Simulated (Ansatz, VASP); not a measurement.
## MnOsS3: VASP beside Ansatz

```xyz
5
Lattice="4.4733 0.0000 0.0000 0.0000 4.4733 0.0000 0.0000 0.0000 4.4733" Properties=species:S:1:pos:R:3 pbc="T T T"
Mn    0.0000    0.0000    0.0000
Os    2.2366    2.2366    2.2366
S     0.0000    2.2366    2.2366
S     2.2366    2.2366    0.0000
S     2.2366    0.0000    2.2366
```

Change from the starting cell: species swapped into the TmRh3C type (Pm-3m, No. 221).

Alike in both runs: task single point; functional PBE; k mesh 4 × 4 × 4; occupations gaussian, width 0.1 eV; collinear spin.

|  | VASP | Ansatz |
| --- | --- | --- |
| version | VASP 6.6.1 | Ansatz 0.2.0 |
| potentials or method | VASP PAW PBE potentials, release 64 (Mn_pv, Os, S), cutoff 520 eV | scalar-relativistic, plane waves, PAW |
| valence electrons in the cell | 39 | 49 |

```csv
,VASP,Ansatz,Ansatz less VASP
gap on the k mesh at the Fermi level (eV),none,none,-
pressure (GPa),15.0,14.2,-0.80
net moment per atom (μB),0.97,0.98,+0.007
size of the moment on the site where the two differ most (μB),4.44,4.64,+0.202
```

Site moments also hang on the region over which each program counts them. A gap of «none» marks a metal or a gap that the smearing closes. With one functional, cell and mesh, what is left measures potentials, basis and numerics. VASP's potentials hold 39 valence electrons a cell and Ansatz's 49, so a difference there can come from the potentials and not from the codes.

Neither program's run includes spin-orbit coupling.
